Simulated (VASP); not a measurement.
CoO, 2 atoms in the cell. The structure is cubic, space group Fm-3m (No. 225). Conventional cell: a = 4.263 Å, b = 4.263 Å, c = 4.263 Å, α = 90.00°, β = 90.00°, γ = 90.00°. Co (site symmetry m-3m) has 6 O at 2.13 Å within 2.8 Å. O (site symmetry m-3m) has 6 Co at 2.13 Å within 2.8 Å. 

| Quantity | Value |
| --- | --- |
| Program | VASP 6.6.1 |
| Task | relaxation of cell and atoms |
| Functional | PBEsol |
| Dispersion | D4 |
| Potentials or basis | VASP PAW PBE potentials, release 64 (Co_sv, O) |
| Cutoff | 700 eV |
| k mesh | 11 × 11 × 11 |
| Occupations | fermi-dirac, width 0.05 eV |
| Spin | collinear spin, ferromagnetic start |
| Starting moments | [2.0, 0.0] μB |
| Dipole correction | no |
| Further INCAR settings | ALGO = Normal; EDIFF = 1e-07; IBRION = 2; EDIFFG = -0.01; NSW = 60; ISIF = 3 |

Potentials or basis: VASP PAW PBE potentials, release 64 (Co_sv, O).

The run is started by

```sh
$ cat potpaw_PBE.64/Co_sv/POTCAR potpaw_PBE.64/O/POTCAR > POTCAR
$ mpirun -np 1 vasp_std > vasp.out
```

Hardware: 1 thread of Intel(R) Xeon(R) Platinum 8259CL CPU @ 2.50GHz (Skylake/Cascade Lake), on a shared host.

Task: How long does it take, and how much memory?

Result: Wall time 3.6 min on 1 thread of Intel(R) Xeon(R) Platinum 8259CL CPU @ 2.50GHz (Skylake/Cascade Lake), with other jobs on the host, peak memory 0.2 GiB. Counts: scf iterations 43, k points 56, ion steps 3.
